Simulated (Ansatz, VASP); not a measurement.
**One calculation of MgO, two programs**

```
Mg O
1.0
     3.53641    0.00000    0.00000
    -1.76821    3.06262    0.00000
     0.00000    0.00000    4.53969
Mg O
2 2
Direct
  0.66667 0.33333 0.75000
  0.33333 0.66667 0.25000
  0.66667 0.33333 0.25000
  0.33333 0.66667 0.75000
```

Alike in both runs: task single point; functional PBE; k mesh 9 × 9 × 6; occupations gaussian, width 0.05 eV; no spin polarisation.

```csv
,VASP,Ansatz
version,VASP 6.6.1,Ansatz 0.2.0
potentials or method,"VASP PAW PBE potentials, release 64 (Mg, O), cutoff 520 eV","scalar-relativistic, plane waves, PAW"
valence electrons in the cell,16,32
```

|  | VASP | Ansatz | Ansatz less VASP |
| --- | --- | --- | --- |
| gap on the k mesh at the Fermi level (eV) | 2.78 | 2.80 | +0.021 |
| least direct gap on the mesh (eV) | 2.78 | 2.80 | +0.021 |
| pressure (GPa) | -8.1 | -7.6 | +0.53 |
| traceless stress, the component that is largest in VASP (GPa) | -3.74 | -3.66 | +0.073 |

The functional is the same, so the differences come from potentials, cutoffs and numerics. VASP's potentials hold 16 valence electrons a cell and Ansatz's 32, so a difference there can come from the potentials and not from the codes.
